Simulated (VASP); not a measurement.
Wanted: the native input for a VASP 6.6.1 run.

```
Task                   : single point
Functional             : PBEsol
Potentials or basis    : VASP PAW PBE potentials, release 64 (Mg, Se)
Cutoff                 : 600 eV
k mesh                 : 8 × 8 × 8
Occupations            : gaussian, width 0.01 eV
Spin                   : no spin polarisation
Dipole correction      : no
Further INCAR settings : ALGO = Normal; EDIFF = 1e-06; NBANDS = 11
```

The structure of MgSe lies in POSCAR:

```
MgSe
1.0
    0.0000000000      2.7248601265      2.7248601265
    2.7248601265      0.0000000000      2.7248601265
    2.7248601265      2.7248601265      0.0000000000
Mg Se
1 1
Direct
    0.0000000000      0.0000000000      0.0000000000
    0.5000000000      0.5000000000      0.5000000000
```

The input as run:

INCAR

```
SYSTEM = MgSe
PREC     = Accurate       ! precision mode
ENCUT    = 600            ! plane-wave cutoff, eV
EDIFF    = 1E-6           ! SCF threshold, eV
ISMEAR   = 0              ! smearing method
SIGMA    = 0.01           ! smearing width, eV
LREAL    = .FALSE.        ! projectors in reciprocal space
LASPH    = .TRUE.         ! aspherical terms in the spheres
NELM     = 120            ! most SCF steps
ALGO     = Normal         ! electronic algorithm
ISIF     = 2              ! what is computed and relaxed
LWAVE    = .FALSE.        ! write WAVECAR
LCHARG   = .TRUE.         ! write CHGCAR
GGA      = PS             ! functional
LELF     = .TRUE.         ! ELF
LVHAR    = .TRUE.       
NBANDS   = 11             ! bands
GGA_COMPAT= .FALSE.
```

KPOINTS

```
regular mesh
0
G
  8 8 8
  0 0 0
```

Potentials or basis: VASP PAW PBE potentials, release 64 (Mg, Se).

Launch:

```sh
$ cat potpaw_PBE.64/Mg/POTCAR potpaw_PBE.64/Se/POTCAR > POTCAR
$ mpirun -np 1 vasp_std > vasp.out
```

Results of the run:

```json
{"Pressure": "-0.1 GPa", "Band gap on the k mesh": "1.76 eV, indirect (least direct gap 2.50 eV)"}
```

Caveat: the PAW data sets were made with another functional, which shifts forces and pressure a little.

Run time: 14 s on 1 thread of Intel(R) Xeon(R) Platinum 8259CL CPU @ 2.50GHz (Skylake/Cascade Lake), with other jobs on the host, peak memory 0.18 GiB.
